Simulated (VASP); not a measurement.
Runs of VASP 6.6.1 on Pt. The structure is that of space group Pm-3m (No. 221), or close to it. The cells are those of the table. 

```csv
cell,k mesh,gap on the mesh (eV),pressure (GPa)
"a = 2.623 Å, 1 atom",16 × 16 × 16,none,-0.4
"a = 2.641 Å, 1 atom",16 × 16 × 16,none,-3.8
"a = 2.606 Å, 1 atom",17 × 17 × 17,none,(a)
"a = 2.623 Å, 1 atom",17 × 17 × 17,none,-0.4
```

Alike in all rows: task single point; level PBE; potentials or basis VASP PAW PBE potentials, release 64 (Pt); no spin polarisation; cutoff (eV) 520; smearing methfessel-paxton 0.05 eV.

Fill in the values left out.

(a) 3.5.

Caveats: spin-orbit coupling is left out, which moves the levels of the heavy elements.

A k mesh can miss the band edges, and the runs leave out spin-orbit coupling on Pt.

A gap of «none» marks levels without a gap at the run's occupations.
